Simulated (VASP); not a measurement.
Wanted: the native input for a VASP 6.6.1 run.

```
Task                   : single point
Functional             : LDA
Potentials or basis    : VASP PAW LDA potentials, release 64 (Ge_d)
Cutoff                 : 520 eV
k mesh                 : 7 × 7 × 7
Occupations            : fermi-dirac, width 0.02 eV
Spin                   : no spin polarisation
Dipole correction      : no
Further INCAR settings : ALGO = Normal; EDIFF = 1e-06; NBANDS = 21
```

The structure of Ge lies in POSCAR:

```
Ge
1.0
    0.0000000000      2.8112882311      2.8112882311
    2.8112882311      0.0000000000      2.8112882311
    2.8112882311      2.8112882311      0.0000000000
Ge
2
Direct
    0.0000000000      0.0000000000      0.0000000000
    0.2500000000      0.2500000000      0.2500000000
```

The input as run:

INCAR

```
PREC = Accurate
ENCUT = 520
EDIFF = 1E-6
ISMEAR = -1
SIGMA = 0.02
LREAL = F
LASPH = T
NELM = 60
ALGO = Normal
ISIF = 2
LWAVE = F
LCHARG = F
NBANDS = 21
```

KPOINTS

```
regular mesh
0
Gamma
  7 7 7
```

Potentials or basis: VASP PAW LDA potentials, release 64 (Ge_d).

The run is started by

```sh
$ cat potpaw_LDA.64/Ge_d/POTCAR > POTCAR
$ mpirun -np 1 vasp_std > vasp.out
```

Results of the run:

* Pressure: 0.1 GPa
* Band gap on the k mesh: 0.03 eV

Caveat: the smearing spreads over this small gap; semilocal functionals underestimate gaps, and a narrow one can read as zero; an odd mesh through Γ misses points on the zone boundary, where band edges can lie.

Run time: 22 s on 1 thread of AMD EPYC 7R13, on a shared host, peak memory 0.12 GiB.
